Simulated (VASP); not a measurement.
A run of VASP 6.6.1 is set up as follows.

Contents of INCAR:

```
PREC     = Accurate       # precision mode
ENCUT    = 520            # plane-wave cutoff, eV
EDIFF    = 1E-6           # SCF threshold, eV
ISMEAR   = 0              # smearing method
SIGMA    = 0.02           # smearing width, eV
LREAL    = F              # projectors in reciprocal space
LASPH    = T              # aspherical terms in the spheres
NELM     = 100            # most SCF steps
ALGO     = Normal         # electronic algorithm
ISIF     = 2              # what is computed and relaxed
LWAVE    = F              # write WAVECAR
LCHARG   = F              # write CHGCAR
GGA      = CA             # functional
NBANDS   = 55             # bands
```

KPOINTS

```
Automatic mesh
0
Gamma
  6 6 6
```

Contents of POSCAR:

```
Ga2O3
1.0
    2.4749501546      1.4289131380      4.4353549202
   -2.4749501546      1.4289131380      4.4353549202
    0.0000000000     -2.8578262759      4.4353549202
Ga O
4 6
Direct
    0.8557741007      0.8557741007      0.8557741007
    0.6442258993      0.6442258993      0.6442258993
    0.1442258993      0.1442258993      0.1442258993
    0.3557741007      0.3557741007      0.3557741007
    0.0527748592      0.4472251408      0.7500000000
    0.7500000000      0.0527748592      0.4472251408
    0.4472251408      0.7500000000      0.0527748592
    0.9472251408      0.5527748592      0.2500000000
    0.2500000000      0.9472251408      0.5527748592
    0.5527748592      0.2500000000      0.9472251408
```

Potentials or basis: VASP PAW LDA potentials, release 64 (Ga_d, O).

Launch:

```bash
$ cat potpaw_LDA.64/Ga_d/POTCAR potpaw_LDA.64/O/POTCAR > POTCAR
$ mpirun -np 1 vasp_std > vasp.out
```

(1) Estimate the largest force.

(2) Predict the pressure.

(3) What does it give for the band gap on the k mesh?

## Answers

(1) 0.025 eV/Å.

(2) 2.1 GPa.

(3) 3.06 eV, indirect (least direct gap 3.33 eV).
